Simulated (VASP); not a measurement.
# SiC (P6_3mc) in VASP: notebook

The runs below take SiC through electric field gradients, dielectric tensor, with LDA, PBE.

All numbers are computed with VASP 6.6.1; they aren't measurements. Logs are shortened: lines on timing, memory, paths and dates and some standing lists are left out, and cuts for length are marked.

**1. The cell of the first run**

Symmetry: P6_3mc, No. 186, hexagonal system. The conventional cell has a = 3.076 Å, b = 3.076 Å, c = 5.048 Å, α = 90.00°, β = 90.00°, γ = 120.00°. Si (site symmetry 3m) has 4 C at 1.88 to 1.90 Å within 2.5 Å. C (site symmetry 3m) has 4 Si at 1.88 to 1.90 Å within 2.5 Å.

**2. Electric field gradients, LDA**

Input file INCAR:

```
SYSTEM = SiC
ALGO = Normal
EDIFF = 1E-8
ENCUT = 520
GGA = CA
ISIF = 2
ISMEAR = -1
LASPH = .True.
LCHARG = .False.
LEFG = .True.
LREAL = .False.
LWAVE = .False.
NBANDS = 16
NELM = 60
PREC = Accurate
SIGMA = 0.02
```

Input file KPOINTS:

```
k-points
0
Gamma
  10 10 6
  0 0 0
```

Input file POSCAR:

```
SiC
1.0
    3.0760000000      0.0000000000      0.0000000000
   -1.5380000000      2.6638941420      0.0000000000
    0.0000000000      0.0000000000      5.0480000000
Si C
2 2
Direct
    0.3333333333      0.6666666667      0.0044948860
    0.6666666667      0.3333333333      0.5044948860
    0.3333333333      0.6666666667      0.3805051140
    0.6666666667      0.3333333333      0.8805051140
```

Potentials or basis: VASP PAW LDA potentials, release 64 (Si, C).

The run is started by

```console
$ cat potpaw_LDA.64/Si/POTCAR potpaw_LDA.64/C/POTCAR > POTCAR
$ mpirun -np 1 vasp_std > vasp.out
```

OUTCAR:

```text
SYSTEM = SiC
   EDIFF = 1E-8
   ENCUT = 520
   GGA = CA
   ISIF = 2
   ISMEAR = -1
   LASPH = .True.
   LREAL = .False.
   NELM = 60
   PREC = Accurate

 ion  position               nearest neighbor table
   1  0.333  0.667  0.004-   4 1.88   4 1.88   4 1.88   3 1.90   2 3.09   2 3.09   2 3.09   2 3.09
                             2 3.09   2 3.09
   2  0.667  0.333  0.504-   3 1.88   3 1.88   3 1.88   4 1.90   1 3.09   1 3.09   1 3.09   1 3.09
                             1 3.09   1 3.09
   3  0.333  0.667  0.381-   2 1.88   2 1.88   2 1.88   1 1.90
   4  0.667  0.333  0.881-   1 1.88   1 1.88   1 1.88   2 1.90

  LATTYP: Found a hexagonal cell.
 ALAT       =     3.0760000000
 C/A-ratio  =     1.6410923277

  Lattice vectors:

 A1 = (   3.0760000000,   0.0000000000,   0.0000000000)
 A2 = (  -1.5380000000,   2.6638941420,   0.0000000000)
 A3 = (   0.0000000000,   0.0000000000,   5.0480000000)

Analysis of symmetry for initial positions (statically):
=====================================================================
 Subroutine PRICEL returns:
 Original cell was already a primitive cell.

 Routine SETGRP: Setting up the symmetry group for a
 hexagonal supercell.

 Subroutine GETGRP returns: Found 12 space group operations
 (whereof  6 operations were pure point group operations)
 out of a pool of 24 trial point group operations.

The static configuration has the point symmetry C_3v.
 The point group associated with its full space group is C_6v.

Analysis of symmetry for dynamics (positions and initial velocities):
=====================================================================
 Subroutine PRICEL returns:
 Original cell was already a primitive cell.

 Routine SETGRP: Setting up the symmetry group for a
 hexagonal supercell.

 Subroutine GETGRP returns: Found 12 space group operations
 (whereof  6 operations were pure point group operations)
 out of a pool of 24 trial point group operations.

The dynamic configuration has the point symmetry C_3v.
 The point group associated with its full space group is C_6v.

 Subroutine INISYM returns: Found 12 space group operations
 (whereof  6 operations are pure point group operations),
 and found     1 'primitive' translations

----------------------------------------------------------------------------------------

                                     Primitive cell

  volume of cell :      41.3640

  direct lattice vectors                    reciprocal lattice vectors
     3.076000000  0.000000000  0.000000000     0.325097529  0.187695146  0.000000000
    -1.538000000  2.663894142  0.000000000     0.000000000  0.375390292  0.000000000
     0.000000000  0.000000000  5.048000000     0.000000000  0.000000000  0.198098257

  length of vectors
     3.076000000  3.076000000  5.048000000     0.375390292  0.375390292  0.198098257

  position of ions in fractional coordinates (direct lattice)
     0.333333333  0.666666667  0.004494886
     0.666666667  0.333333333  0.504494886
     0.333333333  0.666666667  0.380505114
     0.666666667  0.333333333  0.880505114

  ion indices of the primitive-cell ions
   primitive index   ion index
                 1           1
                 2           2
                 3           3
                 4           4

----------------------------------------------------------------------------------------

 KPOINTS: k-points

Automatic generation of k-mesh.
 Grid dimensions read from file:
 generate k-points for:   10   10    6

 Generating k-lattice:

  Cartesian coordinates                     Fractional coordinates (reciprocal lattice)
     0.032509753  0.018769515  0.000000000     0.100000000  0.000000000  0.000000000
     0.000000000  0.037539029  0.000000000     0.000000000  0.100000000  0.000000000
     0.000000000  0.000000000  0.033016376     0.000000000  0.000000000  0.166666667

  Length of vectors
     0.037539029  0.037539029  0.033016376

  Shift w.r.t. Gamma in fractional coordinates (k-lattice)
[... 39 lines left out ...]
   ions per type =               2   2
   NGX,Y,Z   is equivalent  to a cutoff of  12.97, 12.97, 13.17 a.u.
   NGXF,Y,Z  is equivalent  to a cutoff of  25.94, 25.94, 26.35 a.u.
 SYSTEM =  SiC
   PREC   = accura    normal or accurate (medium, high low for compatibility)
   ISTART =      0    job   : 0-new  1-cont  2-samecut
   ICHARG =      2    charge: 1-file 2-atom 10-const
   ISPIN  =      1    spin polarized calculation?
   LNONCOLLINEAR =      F non collinear calculations
   LSORBIT =      F    spin-orbit coupling
   LASPH  =      T    aspherical Exc in radial PAW
   ENCUT  =  520.0 eV  38.22 Ry    6.18 a.u.   5.72  5.72  9.39*2*pi/ulx,y,z
   NELM   =     60;   NELMIN=  2; NELMDL= -5     # of ELM steps
   EDIFF  = 0.1E-07   stopping-criterion for ELM
   LREAL  =      F    real-space projection
   EDIFFG = 0.1E-06   stopping-criterion for IOM
   NSW    =      0    number of steps for IOM
   IBRION =     -1    ionic relax: 0-MD 1-quasi-New 2-CG
   NFREE  =      0    steps in history (QN), initial steepest desc. (CG)
   ISIF   =      2    stress and relaxation
   ISYM   =      2    0-nonsym 1-usesym 2-fastsym
   POTIM  = 0.5000    time-step for ionic-motion
   TEBEG  =    0.0;   TEEND  =   0.0 temperature during run
   PSTRESS=    0.0 pullay stress
   NELECT =      16.0000    total number of electrons
   NUPDOWN=      -1.0000    fix difference up-down
   EMIN   =  10.00;   EMAX   =-10.00  energy-range for DOS
   EFERMI =   0.00;   METHOD = LEGACY
   ISMEAR =    -1;   SIGMA  =   0.02  broadening in eV -4-tet -1-fermi 0-gaus
   EFERMI_NEDOS =   21; number of points for ismear=-14 and -15
   IALGO  =     38    algorithm
   IMIX   =      4    mixing-type and parameters
     AMIX     =   0.40;   BMIX     =  1.00
     AMIX_MAG =   1.60;   BMIX_MAG =  1.00
  volume/ion in A,a.u.               =      10.34        69.78
  Fermi-wavevector in a.u.,A,eV,Ry     =   1.192817  2.254098 19.358549  1.422813
  Thomas-Fermi vector in A             =   2.328847
   LORBIT       =      0    0 simple, 1 ext, 2 COOP (PROOUT), +10 PAW based schemes
   GGA     = CA    functional components
   LHFCALC =     F    Hartree Fock is set to
   AEXX    =    0.0000 exact exchange contribution
   IVDW    =     0    specifies the selected vdW correction
   LEPSILON=     F    determine dielectric tensor
   LRPA    =     F    only Hartree local field effects (RPA)
 non-spin polarized calculation
  energy-cutoff  :      520.00
  volume of cell :       41.36
 maximum number of plane-waves:      1132
 NGX is ok and might be reduce to    24
   NGX = 11   NGY = 11   NGZ = 19

 number of electron      15.9999999 magnetization

 Free energy of the ion-electron system (eV)
  ---------------------------------------------------
  ext. energy  EPLUGINS =         0.00000000
  ---------------------------------------------------
  free energy    TOTEN  =       -33.26750956 eV

  energy without entropy =      -33.26750956  energy(sigma->0) =      -33.26750956

 E-fermi :   8.6630     XC(G=0): -11.5510

 val. band max:        8.2093437639   @ k =   0.0000   0.0000   0.0000
 cond. band min:      10.5230562262   @ k =   0.3000   0.3000   0.0000
 fundamental gap:      2.3137124623
 Fermi energy:         8.6629618951

 k-point     1 :       0.0000    0.0000    0.0000
  band No.  band energies     occupation
      1      -7.2674      2.00000
      2      -3.6512      2.00000
      3      -0.5013      2.00000
      4       6.8939      2.00000
      5       6.8939      2.00000
      6       8.1043      2.00000
[... 433 lines left out ...]
      3       0.1839      2.00000
      4       1.7852      2.00000
      5       3.3179      2.00000
      6       4.3671      2.00000
[... 8 lines left out ...]
     15      19.5073      0.00000
     16      20.8658      0.00000

 [... further k-points ...]
[... 5 lines left out ...]
  --------------------------------------------------------------------------------------
  -------------------------------------------------------------------------------------
  Total       -0.9978575     -0.9978575     -0.9911631      0.0000000      0.0000000      0.0000000
  in kB      -38.6506192    -38.6506192    -38.3913204      0.0000000      0.0000000      0.0000000
  external PRESSURE =     -38.5641863 kB  Pullay stress =       0.0000000 kB

 VOLUME and BASIS-vectors are now :
 -----------------------------------------------------------------------------
  energy-cutoff  :      520.00
  volume of cell :       41.36
      direct lattice vectors                 reciprocal lattice vectors
     3.076000000  0.000000000  0.000000000     0.325097529  0.187695146  0.000000000
    -1.538000000  2.663894142  0.000000000     0.000000000  0.375390292  0.000000000
     0.000000000  0.000000000  5.048000000     0.000000000  0.000000000  0.198098257

 POSITION                                       TOTAL-FORCE (eV/Angst)
 -----------------------------------------------------------------------------------
     -0.00000      1.77593      0.02269         0.000000      0.000000      0.014444
      1.53800      0.88796      2.54669        -0.000000      0.000000      0.014444
     -0.00000      1.77593      1.92079         0.000000      0.000000     -0.014444
      1.53800      0.88796      4.44479        -0.000000      0.000000     -0.014444
 -----------------------------------------------------------------------------------
    total drift:                               -0.000000     -0.000000     -0.000103

  FREE ENERGIE OF THE ION-ELECTRON SYSTEM (eV)
  ---------------------------------------------------
  free  energy   TOTEN  =       -33.2675095633 eV

  energy  without entropy=      -33.2675095633  energy(sigma->0) =      -33.26750956

 Electric field gradients (V/A^2)
---------------------------------------------------------------------
 ion       V_xx      V_yy      V_zz      V_xy      V_xz      V_yz
---------------------------------------------------------------------
   1      -1.731    -1.731     3.463    -0.000     0.000    -0.000
   2      -1.731    -1.731     3.463    -0.000    -0.000     0.000
   3      -1.037    -1.038     2.075    -0.000     0.000    -0.000
   4      -1.037    -1.038     2.075    -0.000    -0.000     0.000
---------------------------------------------------------------------

 Electric field gradients after diagonalization (V/A^2)
 (convention: |V_zz| > |V_xx| > |V_yy|)
----------------------------------------------------------------------
 ion       V_xx      V_yy      V_zz     asymmetry (V_yy - V_xx)/ V_zz
----------------------------------------------------------------------
   1      -1.732    -1.731     3.463       0.000
   2      -1.732    -1.731     3.463       0.000
   3      -1.038    -1.037     2.075       0.000
   4      -1.038    -1.037     2.075       0.000
----------------------------------------------------------------------

           NMR quadrupolar parameters

 Cq : quadrupolar parameter    Cq=e*Q*V_zz/h
 eta: asymmetry parameters     (V_yy - V_xx)/ V_zz
 Q  : nuclear electric quadrupole moment in mb (millibarn)
----------------------------------------------------------------------
 ion       Cq(MHz)       eta       Q (mb)
----------------------------------------------------------------------
   1       0.008       0.000       1.000
   2       0.008       0.000       1.000
   3       0.005       0.000       1.000
   4       0.005       0.000       1.000
----------------------------------------------------------------------
```

It took 20 s on 1 thread of Intel Xeon Platinum 8488C (Sapphire Rapids), shared host; peak memory 0.15 GiB.

What came out:

* Free energy: -33.2675 eV
* Pressure: -3.9 GPa
* Largest force: 0.014 eV/Å
* Band gap on the k mesh: 2.31 eV (least direct gap 3.87 eV)
* Largest electric field gradient by atom: Si +3.5; C +2.1 V/Å²

Forces in eV/Å, atoms in the order of the input:
```
Si   0.000  0.000  0.014
Si   0.000  0.000  0.014
C    0.000  0.000 -0.014
C    0.000  0.000 -0.014
```

Levels at points of the mesh, in eV from the valence-band top:
```tsv
k point	band 6	band 7	band 8	band 9	band 10	band 11
(0.00, 0.00, 0.00)	-0.11	0.00	0.00	4.76	6.23	6.56
(0.50, 0.00, 0.00)	-3.32	-3.31	-1.20	2.68	4.15	6.81
(0.00, 0.00, 0.50)	-0.71	-0.71	-0.71	5.84	5.84	7.25
(0.50, 0.00, 0.50)	-2.45	-2.32	-2.32	3.22	3.22	5.15
```

Electric field gradients, principal values (V/Å²):
| atom | least | middle | greatest (by size) |
| --- | --- | --- | --- |
| 1 Si | -1.731 | -1.732 | 3.463 |
| 2 Si | -1.731 | -1.732 | 3.463 |
| 3 C | -1.037 | -1.038 | 2.075 |
| 4 C | -1.037 | -1.038 | 2.075 |

Caveat: the cell stands under tension; without QUAD_EFG the Cq values of the log hold for a quadrupole moment of 1 mb, not for the nuclei.

(Continued in part 2 of 3.)
